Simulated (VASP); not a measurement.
Write the native input for VASP 6.6.1 that does the following.

* Task: single point
* Functional: PBE
* Potentials or basis: VASP PAW PBE potentials, release 64 (Y_sv)
* Cutoff: 520 eV
* k mesh: 14 × 14 × 14
* Occupations: fermi-dirac, width 0.08 eV
* Spin: no spin polarisation
* Dipole correction: no
* Further INCAR settings: ALGO = Normal; EDIFF = 1e-07; NBANDS = 18

The structure of Y lies in POSCAR:

```
Y
1.0
   -3.1121545994      3.1121545994      1.7044476819
    3.1121545994     -3.1121545994      1.7044476819
    3.1121545994      3.1121545994     -1.7044476819
Y
2
Direct
   -0.3750000000     -0.1250000000     -0.2500000000
    0.3750000000      0.1250000000      0.2500000000
```

These files were run (other wordings do the same):

INCAR

```
PREC = Accurate
ENCUT = 520
EDIFF = 1E-7
ISMEAR = -1
SIGMA = 0.08
LREAL = False
LASPH = True
NELM = 100
ALGO = Normal
ISIF = 2
LWAVE = False
LCHARG = False
GGA = PE
NBANDS = 18
```

KPOINTS

```
Automatic mesh
0
Gamma
  14 14 14
```

Potentials or basis: VASP PAW PBE potentials, release 64 (Y_sv).

Command:

```bash
$ cat potpaw_PBE.64/Y_sv/POTCAR > POTCAR
$ mpirun -np 1 vasp_std > vasp.out
```

Results of the run:

* Pressure: -0.1 GPa
* Band gap on the k mesh: zero (bands 11 and 12 overlap by 1.00 eV)

It took 9.6 min on 1 thread of AMD EPYC 7R13, with other jobs on the host, peak memory 0.39 GiB.
